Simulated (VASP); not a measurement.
# Cu (R-3m) in VASP: a series of runs, part 2 of 2

VASP 6.6.1. Earlier steps stand in the parts before.

**3. Single point, PBE**

This run uses another cell than the first one, of the same volume but with other edges.

File INCAR:

```
PREC     = Accurate       # precision mode
ENCUT    = 520            # plane-wave cutoff, eV
EDIFF    = 1E-7           # SCF threshold, eV
ISMEAR   = 0              # smearing method
SIGMA    = 0.15           # smearing width, eV
LREAL    = False          # projectors in reciprocal space
LASPH    = True           # aspherical terms in the spheres
NELM     = 80             # most SCF steps
ALGO     = Fast           # electronic algorithm
ISIF     = 2              # what is computed and relaxed
LWAVE    = False          # write WAVECAR
LCHARG   = False          # write CHGCAR
GGA      = PE             # functional
NBANDS   = 12             # bands
```

File KPOINTS:

```
regular mesh
0
Gamma
  24 24 24
```

File POSCAR:

```
Cu
1.0
   -0.3917108446      1.6343797309      1.6343797309
    1.6343797309     -0.3917108446      1.6343797309
    1.6343797309      1.6343797309     -0.3917108446
Cu
1
Direct
    0.0000000000      0.0000000000      0.0000000000
```

Potentials or basis: VASP PAW PBE potentials, release 64 (Cu).

The run is started by

```sh
> cat potpaw_PBE.64/Cu/POTCAR > POTCAR
> mpirun -np 1 vasp_std > vasp.out
```

It took 72 s on 1 thread of Intel Xeon 6975P-C (Granite Rapids), shared host; peak memory 0.28 GiB.

The run converged. Its results:

```
Free energy : -3.4070 eV
Pressure    : 14.9 GPa
```

Stress tensor (GPa, compression positive):
```
14.90  9.27  9.27
 9.27 14.90  9.27
 9.27  9.27 14.90
```

Levels at points of the mesh, in eV from the Fermi level:
```tsv
k point	band 4	band 5	band 6	band 7	band 8	band 9
(0.00, 0.00, 0.00)	-1.89	-1.80	-1.80	20.02	21.00	21.00
(0.50, 0.00, 0.00)	-1.89	-1.83	-1.72	2.76	21.77	22.39
(0.50, 0.50, 0.00)	-1.86	-1.04	2.16	7.96	8.31	14.32
(0.50, 0.50, 0.50)	-1.09	-1.09	3.53	9.54	15.74	15.74
```

**4. Single point, PBE**

This run uses another cell than the first one, of the same volume but with other edges.

File INCAR:

```
SYSTEM = Cu
ALGO     = Fast           ! electronic algorithm
EDIFF    = 1E-6           ! SCF threshold, eV
ENCUT    = 520            ! plane-wave cutoff, eV
GGA      = PE             ! functional
ISIF     = 2              ! what is computed and relaxed
ISMEAR   = 0              ! smearing method
LASPH    = .TRUE.         ! aspherical terms in the spheres
LCHARG   = .FALSE.        ! write CHGCAR
LREAL    = .FALSE.        ! projectors in reciprocal space
LWAVE    = .FALSE.        ! write WAVECAR
NBANDS   = 12             ! bands
NELM     = 100            ! most SCF steps
PREC     = Accurate       ! precision mode
SIGMA    = 0.15           ! smearing width, eV
```

File KPOINTS:

```
k-points
0
G
  24 24 24
  0 0 0
```

File POSCAR:

```
Cu
1.0
    0.4405865138      2.0524883935      2.0524883935
    2.0524883935      0.4405865138      2.0524883935
    2.0524883935      2.0524883935      0.4405865138
Cu
1
Direct
    0.0000000000      0.0000000000      0.0000000000
```

Potentials or basis: VASP PAW PBE potentials, release 64 (Cu).

The run is started by

```sh
> cat potpaw_PBE.64/Cu/POTCAR > POTCAR
> mpirun -np 1 vasp_std > vasp.out
```

OUTCAR:

```text
SYSTEM = Cu
   EDIFF = 1E-6
   ENCUT = 520
   GGA = PE
   ISIF = 2
   ISMEAR = 0
   LASPH = .TRUE.
   LREAL = .FALSE.
   NELM = 100
   PREC = Accurate

 ion  position               nearest neighbor table
   1  0.000  0.000  0.000-

  LATTYP: Found a trigonal (rhomboedric) cell.
 ALAT       =     2.9359042367
 COS(alpha) =     0.6985651702

  Lattice vectors:

 A1 = (   0.4405865138,   2.0524883935,   2.0524883935)
[... 541 lines left out ...]
     11      31.4425      0.00000
     12      35.7697      0.00000

 [... further k-points ...]

------------------------ aborting loop because EDIFF is reached ----------------------------------------

  FORCE on cell =-STRESS in cart. coord.  units (eV):
  Direction    XX          YY          ZZ          XY          YZ          ZX
  --------------------------------------------------------------------------------------
  -------------------------------------------------------------------------------------
  Total        2.0096051      2.0096051      2.0096051     -1.6141203     -1.6141203     -1.6141203
  in kB      272.6191729    272.6191729    272.6191729   -218.9684619   -218.9684619   -218.9684619
  external PRESSURE =     272.6191729 kB  Pullay stress =       0.0000000 kB

 VOLUME and BASIS-vectors are now :
 -----------------------------------------------------------------------------
  energy-cutoff  :      520.00
  volume of cell :       11.81
      direct lattice vectors                 reciprocal lattice vectors
     0.440586514  2.052488394  2.052488394    -0.340258526  0.280126631  0.280126631
     2.052488394  0.440586514  2.052488394     0.280126631 -0.340258526  0.280126631
     2.052488394  2.052488394  0.440586514     0.280126631  0.280126631 -0.340258526

 POSITION                                       TOTAL-FORCE (eV/Angst)
 -----------------------------------------------------------------------------------
      0.00000      0.00000      0.00000        -0.000000      0.000000      0.000000
 -----------------------------------------------------------------------------------
    total drift:                               -0.000000     -0.000000     -0.000000

  FREE ENERGIE OF THE ION-ELECTRON SYSTEM (eV)
  ---------------------------------------------------
  free  energy   TOTEN  =        -3.1822329129 eV

  energy  without entropy=       -3.1781078820  energy(sigma->0) =       -3.18017040
```

OSZICAR:

```text
N       E                     dE             d eps       ncg     rms          rms(c)
DAV:   1     0.433350726014E+02    0.43335E+02   -0.53934E+03 34996   0.154E+03
DAV:   2    -0.261238734886E+01   -0.45947E+02   -0.42741E+02 32624   0.207E+02
DAV:   3    -0.402252002277E+01   -0.14101E+01   -0.13989E+01 36568   0.407E+01
DAV:   4    -0.403165434449E+01   -0.91343E-02   -0.91331E-02 35048   0.293E+00
DAV:   5    -0.403174991920E+01   -0.95575E-04   -0.95574E-04 36688   0.305E-01    0.782E+00
RMM:   6    -0.353007590321E+01    0.50167E+00   -0.28187E+00 39290   0.314E+01    0.419E+00
RMM:   7    -0.319716836456E+01    0.33291E+00   -0.39574E-01 39248   0.114E+01    0.107E+00
RMM:   8    -0.318263045230E+01    0.14538E-01   -0.87705E-03 41271   0.118E+00    0.139E-01
RMM:   9    -0.318217643974E+01    0.45401E-03   -0.17363E-03 42745   0.700E-01    0.268E-02
RMM:  10    -0.318222479540E+01   -0.48356E-04   -0.40194E-04 42132   0.232E-01    0.118E-02
RMM:  11    -0.318223197408E+01   -0.71787E-05   -0.62173E-05 43251   0.825E-02    0.538E-03
RMM:  12    -0.318223291289E+01   -0.93881E-06   -0.86581E-06 36618   0.295E-02
   1 F= -.31822329E+01 E0= -.31801704E+01  d E =-.412503E-02
```

stdout:

```text
POSCAR found type information on POSCAR Cu
 POSCAR found :  1 types and       1 ions
 scaLAPACK will be used
 LDA part: xc-table for (Slater+PW92), standard interpolation
 POSCAR, INCAR and KPOINTS ok, starting setup
 FFT: planning ... GRIDC
 FFT: planning ... GRID_SOFT
 FFT: planning ... GRID
 WAVECAR not read
 entering main loop
WARNING in EDDRMM: call to ZHEGV failed, returncode =   6  3      9
WARNING in EDDRMM: call to ZHEGV failed, returncode =   6  3      8
```

Wall time 76 s (1 thread of Intel Xeon 6975P-C (Granite Rapids), shared host); peak memory 0.29 GiB.

What came out:

```yaml
Free_energy: -3.1822 eV
Pressure: 27.3 GPa
```

Stress tensor (GPa, compression positive):
```
 27.26 -21.90 -21.90
-21.90  27.26 -21.90
-21.90 -21.90  27.26
```

Levels at points of the mesh, in eV from the Fermi level:
```csv
k point,band 4,band 5,band 6,band 7,band 8,band 9
"(0.00, 0.00, 0.00)",-3.31,-1.88,-1.88,11.82,17.59,27.40
"(0.50, 0.00, 0.00)",-2.32,-1.23,0.24,5.78,15.00,20.20
"(0.50, 0.50, 0.00)",-1.82,-1.23,1.83,7.83,9.53,15.27
"(0.50, 0.50, 0.50)",-3.09,-1.75,-1.75,-0.13,26.19,30.47
```

**5. Single point, PBE**

This run uses another cell than the first one, of the same volume but with other edges.

File INCAR:

```
SYSTEM = Cu
PREC = Accurate
ENCUT = 520
EDIFF = 1E-7
ISMEAR = 0
SIGMA = 0.15
LREAL = .FALSE.
LASPH = .TRUE.
NELM = 60
ALGO = Fast
ISIF = 2
LWAVE = .FALSE.
LCHARG = .FALSE.
GGA = PE
NBANDS = 12
```

File KPOINTS:

```
regular mesh
0
G
  24 24 24
  0 0 0
```

File POSCAR:

```
Cu
1.0
   -0.5714741909      1.5715540250      1.5715540250
    1.5715540250     -0.5714741909      1.5715540250
    1.5715540250      1.5715540250     -0.5714741909
Cu
1
Direct
    0.0000000000      0.0000000000      0.0000000000
```

The run is started by

```sh
> cat potpaw_PBE.64/Cu/POTCAR > POTCAR
> mpirun -np 1 vasp_std > vasp.out
```

Run time: 69 s. Hardware: 1 thread of Intel Xeon 6975P-C (Granite Rapids), shared host; peak memory 0.28 GiB.

Results (log left out):

- Free energy: -3.2043 eV
- Pressure: 22.7 GPa

Stress tensor (GPa, compression positive):
```
22.69  6.29  6.29
 6.29 22.69  6.29
 6.29  6.29 22.69
```

Levels at points of the mesh, in eV from the Fermi level:
| k point | band 2 | band 3 | band 4 | band 5 | band 6 | band 7 | band 8 | band 9 | band 10 | band 11 |
| --- | --- | --- | --- | --- | --- | --- | --- | --- | --- | --- |
| (0.00, 0.00, 0.00) | -4.38 | -4.38 | -1.51 | -1.51 | -1.48 | 19.41 | 19.93 | 19.93 | 23.42 | 23.42 |
| (0.50, 0.00, 0.00) | -4.09 | -2.32 | -2.14 | -1.83 | -1.44 | 2.66 | 23.48 | 23.66 | 27.16 | 28.72 |
| (0.50, 0.50, 0.00) | -3.98 | -2.10 | -2.05 | -0.78 | 3.10 | 6.42 | 9.03 | 12.53 | 25.81 | 30.43 |
| (0.50, 0.50, 0.50) | -3.86 | -3.86 | -0.76 | -0.76 | 6.98 | 13.07 | 13.40 | 13.40 | 15.09 | 18.38 |

**6. Summary**

```tsv
cell	further INCAR settings	gap on the mesh (eV)	pressure (GPa)
a = 3.514 Å, angles 33.6°, 1 atom	ALGO = Fast; EDIFF = 1e-07; NBANDS = 12	none	113.2
a = 2.344 Å, angles 75.3°, 1 atom	ALGO = Fast; EDIFF = 1e-07; NBANDS = 12	none	14.9
a = 2.936 Å, angles 45.7°, 1 atom	ALGO = Fast; EDIFF = 1e-06; NBANDS = 12	none	27.3
a = 2.295 Å, angles 82.7°, 1 atom	ALGO = Fast; EDIFF = 1e-07; NBANDS = 12	none	22.7
```

Alike in all rows: task single point; level PBE; potentials or basis VASP PAW PBE potentials, release 64 (Cu); no spin polarisation; k mesh 24 × 24 × 24; cutoff (eV) 520; smearing gaussian 0.15 eV.

Total energies depend on the potentials used, so only differences within one code and one set of settings carry meaning.
